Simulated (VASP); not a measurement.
Here is a VASP 6.6.1 calculation.

INCAR

```
SYSTEM = BP
PREC     = Accurate       ! precision mode
ENCUT    = 520            ! plane-wave cutoff, eV
EDIFF    = 1E-8           ! SCF threshold, eV
ISMEAR   = -1             ! smearing method
SIGMA    = 0.15           ! smearing width, eV
LREAL    = .False.        ! projectors in reciprocal space
LASPH    = .True.         ! aspherical terms in the spheres
NELM     = 60             ! most SCF steps
ALGO     = Normal         ! electronic algorithm
ISIF     = 2              ! what is computed and relaxed
LWAVE    = .False.        ! write WAVECAR
LCHARG   = .False.        ! write CHGCAR
GGA      = CA             ! functional
NBANDS   = 11             ! bands
IBRION   = 8              ! ionic algorithm
NSW      = 1              ! ionic steps
```

The input KPOINTS:

```
regular mesh
0
Gamma
  18 18 18
  0 0 0
```

The input POSCAR:

```
BP
1.0
    0.0000000000      2.0439000000      2.0439000000
    2.0439000000      0.0000000000      2.0439000000
    2.0439000000      2.0439000000      0.0000000000
B P
1 1
Direct
    0.0000000000      0.0000000000      0.0000000000
    0.5000000000      0.5000000000      0.5000000000
```

Potentials or basis: VASP PAW LDA potentials, release 64 (B, P).

The run is started by

```sh
$ cat potpaw_LDA.64/B/POTCAR potpaw_LDA.64/P/POTCAR > POTCAR
$ mpirun -np 1 vasp_std > vasp.out
```

(1) Estimate the highest phonon frequency at Γ, LO-TO splitting left out.

## Answers

(1) 303 cm⁻¹.

Caveat: the cell stands under pressure or tension, which shifts response properties.
